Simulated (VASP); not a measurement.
# LiH (I4mm) in VASP: single point with PBEsol

Aim: the single point of LiH with PBEsol.

Program: VASP 6.6.1. These are calculated values, not measurements. Logs are shortened: lines on timing, memory, paths and dates and some standing lists are left out, and cuts for length are marked.

## Step 1: The cell of the first run

Symmetry: I4mm, No. 107, tetragonal system. Conventional cell: a = 2.814 Å, b = 2.814 Å, c = 3.980 Å, α = 90.00°, β = 90.00°, γ = 90.00°. Within 2.4 Å of Li (site symmetry 4mm) lie 6 H at 1.79 to 2.19 Å. H (site symmetry 4mm) has 6 Li at 1.79 to 2.19 Å within 2.4 Å.

## Step 2: Single point, PBEsol (atom 1 (Li) moved 0.2 Å along z)

INCAR

```
SYSTEM = LiH
  PREC = Accurate
  ENCUT = 520
  EDIFF = 1E-7
  ISMEAR = 0
  SIGMA = 0.05
  LREAL = .False.
  LASPH = .True.
  NELM = 100
  ALGO = Normal
  ISIF = 2
  LWAVE = .False.
  LCHARG = .True.
  GGA = PS
  LELF = .True.
  LVHAR = .True.
  NBANDS = 9
```

KPOINTS

```
regular mesh
0
Gamma
  14 14 14
  0 0 0
```

POSCAR

```
LiH
1.0
    0.0000000000      1.9899638738      1.9899638738
    1.9899638738      0.0000000000      1.9899638738
    1.9899638738      1.9899638738      0.0000000000
Li H
1 1
Direct
    0.0502521686      0.0502521686     -0.0502521686
    0.5000000000      0.5000000000      0.5000000000
```

Potentials or basis: VASP PAW PBE potentials, release 64 (Li_sv, H).

Command:

```
cat potpaw_PBE.64/Li_sv/POTCAR potpaw_PBE.64/H/POTCAR > POTCAR
mpirun -np 1 vasp_std > vasp.out
```

OUTCAR:

```text
SYSTEM = LiH
   PREC = Accurate
   ENCUT = 520
   EDIFF = 1E-7
   ISMEAR = 0
   LREAL = .False.
   LASPH = .True.
   NELM = 100
   ISIF = 2
   GGA = PS

 ion  position               nearest neighbor table
   1  0.050  0.050  0.950-
   2  0.500  0.500  0.500-

  LATTYP: Found a face centered cubic cell.
 ALAT       =     3.9799277476

  Lattice vectors:

 A1 = (   0.0000000000,   1.9899638738,   1.9899638738)
 A2 = (   1.9899638738,   0.0000000000,   1.9899638738)
 A3 = (   1.9899638738,   1.9899638738,   0.0000000000)

Analysis of symmetry for initial positions (statically):
=====================================================================
 Subroutine PRICEL returns:
 Original cell was already a primitive cell.

 Routine SETGRP: Setting up the symmetry group for a
 face centered cubic supercell.

 Subroutine GETGRP returns: Found  8 space group operations
 (whereof  8 operations were pure point group operations)
 out of a pool of 48 trial point group operations.

The static configuration has the point symmetry C_4v.

Analysis of symmetry for dynamics (positions and initial velocities):
=====================================================================
 Subroutine PRICEL returns:
 Original cell was already a primitive cell.

 Routine SETGRP: Setting up the symmetry group for a
 face centered cubic supercell.

 Subroutine GETGRP returns: Found  8 space group operations
 (whereof  8 operations were pure point group operations)
 out of a pool of 48 trial point group operations.

The dynamic configuration has the point symmetry C_4v.

 Subroutine INISYM returns: Found  8 space group operations
 (whereof  8 operations are pure point group operations),
 and found     1 'primitive' translations

----------------------------------------------------------------------------------------

                                     Primitive cell

  volume of cell :      15.7603

  direct lattice vectors                    reciprocal lattice vectors
     0.000000000  1.989963874  1.989963874    -0.251260843  0.251260843  0.251260843
     1.989963874  0.000000000  1.989963874     0.251260843 -0.251260843  0.251260843
     1.989963874  1.989963874  0.000000000     0.251260843  0.251260843 -0.251260843

  length of vectors
     2.814233899  2.814233899  2.814233899     0.435196546  0.435196546  0.435196546

  position of ions in fractional coordinates (direct lattice)
     0.050252169  0.050252169  0.949747831
[... 83 lines left out ...]
   NFREE  =      0    steps in history (QN), initial steepest desc. (CG)
   ISIF   =      2    stress and relaxation
   ISYM   =      2    0-nonsym 1-usesym 2-fastsym
   POTIM  = 0.5000    time-step for ionic-motion
   TEBEG  =    0.0;   TEEND  =   0.0 temperature during run
   PSTRESS=    0.0 pullay stress
   NELECT =       4.0000    total number of electrons
   NUPDOWN=      -1.0000    fix difference up-down
   EMIN   =  10.00;   EMAX   =-10.00  energy-range for DOS
   EFERMI =   0.00;   METHOD = LEGACY
   ISMEAR =     0;   SIGMA  =   0.05  broadening in eV -4-tet -1-fermi 0-gaus
   EFERMI_NEDOS =   21; number of points for ismear=-14 and -15
   IALGO  =     38    algorithm
   IMIX   =      4    mixing-type and parameters
     AMIX     =   0.40;   BMIX     =  1.00
     AMIX_MAG =   1.60;   BMIX_MAG =  1.00
  volume/ion in A,a.u.               =       7.88        53.18
  Fermi-wavevector in a.u.,A,eV,Ry     =   1.036509  1.958718 14.617424  1.074350
  Thomas-Fermi vector in A             =   2.170903
   LORBIT       =      0    0 simple, 1 ext, 2 COOP (PROOUT), +10 PAW based schemes
   GGA     = PS    functional components
   LHFCALC =     F    Hartree Fock is set to
   AEXX    =    0.0000 exact exchange contribution
   IVDW    =     0    specifies the selected vdW correction
   LEPSILON=     F    determine dielectric tensor
   LRPA    =     F    only Hartree local field effects (RPA)
 non-spin polarized calculation
 Gauss-broadening in eV      SIGMA  =   0.05
  energy-cutoff  :      520.00
  volume of cell :       15.76
 maximum number of plane-waves:       444
 NGX is ok and might be reduce to    24
   NGX = 11   NGY = 11   NGZ = 11

 number of electron       4.0000004 magnetization

 Free energy of the ion-electron system (eV)
  ---------------------------------------------------
  ext. energy  EPLUGINS =         0.00000000
  ---------------------------------------------------
  free energy    TOTEN  =        -6.09140291 eV

  energy without entropy =       -6.09140291  energy(sigma->0) =       -6.09140291

 E-fermi :   0.6248     XC(G=0):  -8.6704

 val. band max:        0.2497905751   @ k =   0.0000   0.5000   0.5000
 cond. band min:       2.9930990614   @ k =   0.0000   0.5000   0.5000
 fundamental gap:      2.7433084863
 Fermi energy:         0.6248197644

 k-point     1 :       0.0000    0.0000    0.0000
  band No.  band energies     occupation
      1     -43.4159      2.00000
      2      -5.3535      2.00000
      3      15.8128      0.00000
      4      18.2679      0.00000
      5      18.2679      0.00000
      6      19.1197      0.00000
      7      22.7103      0.00000
      8      22.7104      0.00000
      9      22.8963      0.00000
[... 265 lines left out ...]
 k-point    24 :       0.0000   -0.4286    0.0714
  band No.  band energies     occupation
      1     -43.3619      2.00000
      2      -2.5114      2.00000
      3       5.2015      0.00000
      4      13.1001      0.00000
      5      16.1731      0.00000
      6      16.3821      0.00000
      7      19.9066      0.00000
      8      21.6244      0.00000
      9      27.4224      0.00000

 [... further k-points ...]

------------------------ aborting loop because EDIFF is reached ----------------------------------------

  FORCE on cell =-STRESS in cart. coord.  units (eV):
  Direction    XX          YY          ZZ          XY          YZ          ZX
  --------------------------------------------------------------------------------------
  -------------------------------------------------------------------------------------
  Total       -0.0806557     -0.0806557      0.3134278      0.0000000     -0.0000000      0.0000000
  in kB       -8.1993637     -8.1993637     31.8627008      0.0000000     -0.0000000      0.0000000
  external PRESSURE =       5.1546578 kB  Pullay stress =       0.0000000 kB

 VOLUME and BASIS-vectors are now :
 -----------------------------------------------------------------------------
  energy-cutoff  :      520.00
  volume of cell :       15.76
      direct lattice vectors                 reciprocal lattice vectors
     0.000000000  1.989963874  1.989963874    -0.251260843  0.251260843  0.251260843
     1.989963874  0.000000000  1.989963874     0.251260843 -0.251260843  0.251260843
     1.989963874  1.989963874  0.000000000     0.251260843  0.251260843 -0.251260843

 POSITION                                       TOTAL-FORCE (eV/Angst)
 -----------------------------------------------------------------------------------
      1.98996      1.98996      0.20000         0.000000      0.000000     -0.327595
      1.98996      1.98996      1.98996         0.000000      0.000000      0.327595
 -----------------------------------------------------------------------------------
    total drift:                                0.000001      0.000001      0.000182

  FREE ENERGIE OF THE ION-ELECTRON SYSTEM (eV)
  ---------------------------------------------------
  free  energy   TOTEN  =        -6.0914029069 eV

  energy  without entropy=       -6.0914029069  energy(sigma->0) =       -6.09140291
```

OSZICAR:

```text
N       E                     dE             d eps       ncg     rms          rms(c)
DAV:   1    -0.294329620014E+00   -0.29433E+00   -0.14240E+03  4480   0.393E+02
DAV:   2    -0.616197181295E+01   -0.58676E+01   -0.58195E+01  5914   0.577E+01
DAV:   3    -0.632203857518E+01   -0.16007E+00   -0.15998E+00  5474   0.848E+00
DAV:   4    -0.632333573065E+01   -0.12972E-02   -0.12970E-02  6005   0.607E-01
DAV:   5    -0.632334273531E+01   -0.70047E-05   -0.70046E-05  5374   0.310E-02    0.274E+00
DAV:   6    -0.614829577850E+01    0.17505E+00   -0.14813E-01  4878   0.117E+00    0.136E+00
DAV:   7    -0.609019540104E+01    0.58100E-01   -0.17946E-01  5105   0.146E+00    0.205E-01
DAV:   8    -0.609144167008E+01   -0.12463E-02   -0.40717E-03  5144   0.447E-01    0.339E-02
DAV:   9    -0.609140543640E+01    0.36234E-04   -0.10667E-04  5807   0.437E-02    0.712E-03
DAV:  10    -0.609140322840E+01    0.22080E-05   -0.39814E-06  5209   0.152E-02    0.246E-03
DAV:  11    -0.609140305147E+01    0.17693E-06   -0.15445E-07  5832   0.267E-03    0.651E-04
DAV:  12    -0.609140286832E+01    0.18315E-06   -0.36430E-09  2942   0.526E-04    0.507E-04
DAV:  13    -0.609140290691E+01   -0.38591E-07   -0.59819E-09  2652   0.469E-04
   1 F= -.60914029E+01 E0= -.60914029E+01  d E =-.758880E-29
```

Wall time 12 s (1 thread of Intel Xeon 6975P-C (Granite Rapids), shared host); peak memory 0.15 GiB.

What came out:

```yaml
Free_energy: -6.0914 eV
Largest_force: 0.328 eV/Å
Band_gap_on_the_k_mesh: 2.74 eV, direct
```

Forces on the atoms (eV/Å):
```
Li   0.000  0.000 -0.328
H    0.000  0.000  0.328
```

Levels at points of the mesh, in eV from the valence-band top:
| k point | band 1 | band 2 | band 3 | band 4 | band 5 | band 6 | band 7 |
| --- | --- | --- | --- | --- | --- | --- | --- |
| (0.00, 0.00, 0.00) | -43.67 | -5.60 | 15.56 | 18.02 | 18.02 | 18.87 | 22.46 |
| (0.50, 0.00, 0.00) | -43.61 | -2.75 | 4.69 | 13.83 | 16.39 | 16.47 | 19.17 |
| (0.50, 0.50, 0.00) | -43.60 | -0.28 | 3.13 | 10.74 | 10.74 | 13.83 | 17.32 |
| (0.00, 0.50, 0.50) | -43.60 | 0.00 | 2.74 | 10.61 | 10.79 | 13.76 | 17.76 |

Caveat: the cell differs from its parent crystal (atom 1 (Li) moved 0.2 Å along z); the cutoff is under 1.25 times the usual one of these potentials, so pressure, stress and relaxed cells hold a basis-set (Pulay) error; the PAW data sets were made with another functional, which shifts forces and pressure a little. A k mesh can miss the band edges.
